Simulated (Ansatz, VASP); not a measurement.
ZnSe in VASP and in Ansatz

```
Zn Se
1.0
     0.00000    2.86647    2.86647
     2.86647    0.00000    2.86647
     2.86647    2.86647    0.00000
Zn Se
1 1
Direct
  0.00000 0.00000 0.00000
  0.25000 0.25000 0.25000
```

Alike in both runs: functional PBE; k mesh 8 × 8 × 8; occupations gaussian, width 0.02 eV; no spin polarisation.

Ansatz relaxed the structure, and its values are those at the end. VASP's run is a single point on that final structure, the one shown.

```csv
,VASP,Ansatz
version,VASP 6.6.1,Ansatz 0.2.0
potentials or method,"VASP PAW PBE potentials, release 64 (Zn, Se), cutoff 500 eV","scalar-relativistic, plane waves, PAW"
valence electrons in the cell,18,28
```

Ansatz gave:

- gap on the k mesh at the Fermi level (eV): 1.15
- least direct gap on the mesh (eV): 1.15
- pressure (GPa): 0.0

Question: What did VASP give for the same quantities?

Answer: gap on the k mesh at the Fermi level (eV): 1.15; least direct gap on the mesh (eV): 1.15; pressure (GPa): 0.2.

VASP's potentials hold 18 valence electrons a cell and Ansatz's 28, so a difference there can come from the potentials and not from the codes.
